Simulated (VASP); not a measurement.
Runs of VASP 6.6.1 on PbSe. The structure is that of space group Cmcm (No. 63), or close to it. The cells are those of the table. 

```tsv
cell	gap on the mesh (eV)	pressure (GPa)	largest force (eV/Å)
a = 6.323, b = 6.323, c = 4.329 Å, angles 90.0, 90.0, 141.3°, 4 atoms	0.99	1.0	0.38
a = 6.414, b = 6.414, c = 4.390 Å, angles 90.0, 90.0, 141.3°, 4 atoms	1.05	-1.4	0.13
a = 6.230, b = 6.230, c = 4.265 Å, angles 90.0, 90.0, 141.3°, 4 atoms	0.92	(a)	0.66
a = 6.752, b = 6.752, c = 4.622 Å, angles 90.0, 90.0, 141.3°, 4 atoms	1.17	(b)	0.57
a = 6.587, b = 6.587, c = 4.509 Å, angles 90.0, 90.0, 141.3°, 4 atoms	1.13	-4.7	0.27
a = 6.501, b = 6.501, c = 4.450 Å, angles 90.0, 90.0, 141.3°, 4 atoms	1.09	-3.2	(c)
a = 6.670, b = 6.670, c = 4.566 Å, angles 90.0, 90.0, 141.3°, 4 atoms	1.17	-5.9	0.43
```

Alike in all rows: task single point; level LDA; potentials or basis VASP PAW LDA potentials, release 64 (Pb_d, Se); no spin polarisation; k mesh 6 × 6 × 4; cutoff (eV) 520; smearing gaussian 0.01 eV.

**Question.** Estimate the missing entries.

**Answer.** (a) 4.0; (b) -6.8; (c) 0.09.

Caveats: spin-orbit coupling is left out, which moves the levels of the heavy elements.

A k mesh can miss the band edges, and the runs leave out spin-orbit coupling on Pb, Se.
